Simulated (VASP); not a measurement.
A run of VASP 6.6.1:

File INCAR:

```
SYSTEM = SiC3
PREC = Accurate
ENCUT = 520
EDIFF = 1E-7
ISMEAR = 0
SIGMA = 0.1
LREAL = .False.
LASPH = .True.
NELM = 150
ALGO = Normal
ISIF = 2
LWAVE = .False.
LCHARG = .True.
ISPIN = 2
MAGMOM = 0 1 1 1
LORBIT = 11
GGA = PE
LELF = .True.
LVHAR = .True.
NBANDS = 20
```

KPOINTS

```
Automatic mesh
0
Gamma
  6 6 2
  0 0 0
```

Contents of POSCAR:

```
SiC3
1.0
    2.6720936500      0.0000000000      0.0000000000
   -1.3360468300      2.3141009800      0.0000000000
    0.0000000000      0.0000000000      8.6744468400
Si C
1 3
Direct
    0.3333333300      0.6666666700      0.5000000000
    0.3333333300      0.6666666700      0.0000000000
    0.6666666700      0.3333333300      0.2500000000
    0.6666666700      0.3333333300      0.7500000000
```

Potentials or basis: VASP PAW PBE potentials, release 64 (Si, C).

Run with:

```bash
$ cat potpaw_PBE.64/Si/POTCAR potpaw_PBE.64/C/POTCAR > POTCAR
$ mpirun -np 1 vasp_std > vasp.out
```

Hardware: 1 thread of Intel(R) Xeon(R) 6975P-C (Granite Rapids) (shared host).

Q: Estimate the wall time of this run.

A: Wall time 30 s on 1 thread of Intel(R) Xeon(R) 6975P-C (Granite Rapids) (shared host), peak memory 0.18 GiB. Counts: scf iterations 21, k points 14.
